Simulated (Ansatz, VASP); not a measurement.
**HfRu in VASP and in Ansatz**

```
Hf Ru
1.0
     3.15917    0.00000    0.00000
     0.00000    3.15917    0.00000
     0.00000    0.00000    3.15917
Hf Ru
1 1
Direct
  0.00000 0.00000 0.00000
  0.50000 0.50000 0.50000
```

Change from the starting cell: volume scaled by 0.94.

Alike in both runs: task single point; functional PBEsol; k mesh 11 × 11 × 11; occupations fermi-dirac, width 0.08 eV; no spin polarisation.

|  | VASP | Ansatz |
| --- | --- | --- |
| version | VASP 6.6.1 | Ansatz 0.2.0 |
| potentials or method | VASP PAW PBE potentials, release 64 (Hf_pv, Ru_pv), cutoff 520 eV | all-electron LAPW, scalar-relativistic |

VASP gave:

| Property | Result |
| --- | --- |
| pressure (GPa) | 9.8 |

What did Ansatz give for the same quantities?

Pressure (GPa): 11.0.

VASP's potentials were made for PBE, not for PBEsol. Ansatz ran all-electron here, and VASP with PAW potentials.

Spin-orbit coupling is off throughout.
